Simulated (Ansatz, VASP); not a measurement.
# One calculation of BP, two programs

```xyz
2
Lattice="0.0000 2.4505 2.1782 2.4505 0.0000 2.1782 2.4505 2.4505 0.0000" Properties=species:S:1:pos:R:3 pbc="T T T"
B     0.0000    0.0000    0.0000
P     3.6758    3.6758    3.2674
```

Change from the starting cell: strain +0.080 along x and y, -0.040 along z, atoms carried along.

Alike in both runs: task single point; functional PBE; k mesh 10 × 10 × 10; occupations gaussian, width 0.05 eV; no spin polarisation.

|  | VASP | Ansatz |
| --- | --- | --- |
| version | VASP 6.6.1 | Ansatz 0.2.0 |
| potentials or method | VASP PAW PBE potentials, release 64 (B, P), cutoff 520 eV | scalar-relativistic, plane waves, PAW |
| valence electrons in the cell | 8 | 8 |

|  | VASP | Ansatz | Ansatz less VASP |
| --- | --- | --- | --- |
| gap on the k mesh at the Fermi level (eV) | none | none | - |
| pressure (GPa) | -14.2 | -14.1 | +0.15 |
| traceless stress, the component that is largest in VASP (GPa) | 15.95 | 15.93 | -0.019 |

A gap of «none» marks a metal or a gap that the smearing closes.
